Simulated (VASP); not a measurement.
Write the native input for VASP 6.6.1 that does the following.

* Task: single point
* Functional: PBE
* Potentials or basis: VASP PAW PBE potentials, release 64 (Fe, O)
* Cutoff: 520 eV
* k mesh: 5 × 5 × 5
* Occupations: fermi-dirac, width 0.05 eV
* Spin: collinear spin, antiferromagnetic start
* Starting moments: [4.0, -4.0, -4.0, 4.0, 0.0, 0.0, 0.0, 0.0, 0.0, 0.0] μB
* Dipole correction: no
* Further INCAR settings: ALGO = Normal; EDIFF = 1e-06; NBANDS = 49

The structure of Fe2O3 lies in POSCAR:

```
Fe2O3
1.0
    2.5190000000      1.4543453300      4.5906666700
   -2.5190000000      1.4543453300      4.5906666700
    0.0000000000     -2.9086906600      4.5906666700
Fe O
4 6
Direct
    0.3553000000      0.3553000000      0.3553000000
    0.1447000000      0.1447000000      0.1447000000
    0.6447000000      0.6447000000      0.6447000000
    0.8553000000      0.8553000000      0.8553000000
    0.5559000000      0.9441000000      0.2500000000
    0.2500000000      0.5559000000      0.9441000000
    0.9441000000      0.2500000000      0.5559000000
    0.4441000000      0.0559000000      0.7500000000
    0.7500000000      0.4441000000      0.0559000000
    0.0559000000      0.7500000000      0.4441000000
```

The input as run:

INCAR

```
PREC = Accurate
ENCUT = 520
EDIFF = 1E-6
ISMEAR = -1
SIGMA = 0.05
LREAL = False
LASPH = True
NELM = 150
ALGO = Normal
ISIF = 2
LWAVE = False
LCHARG = False
ISPIN = 2
MAGMOM = 4 -4 -4 4 0 0 0 0 0 0
LORBIT = 11
LMAXMIX = 4
GGA = PE
NBANDS = 49
```

KPOINTS

```
regular mesh
0
Gamma
  5 5 5
```

Potentials or basis: VASP PAW PBE potentials, release 64 (Fe, O).

Run with:

```sh
$ cat potpaw_PBE.64/Fe/POTCAR potpaw_PBE.64/O/POTCAR > POTCAR
$ mpirun -np 1 vasp_std > vasp.out
```

It gave:

The pressure is -0.3 GPa and the largest force is 0.383 eV/Å. The band gap on the k mesh is 0.20 eV (least direct gap 0.32 eV), the net moment is 0.00 μB per cell and the site moments are Fe +3.53, -3.53 (each value once); O +0.00 μB. The valence electrons inside the program's atomic spheres are Fe 6.84; O 4.99.

Wall time 9.6 min on 1 thread of AMD EPYC 7R13, on a shared host, peak memory 0.33 GiB.
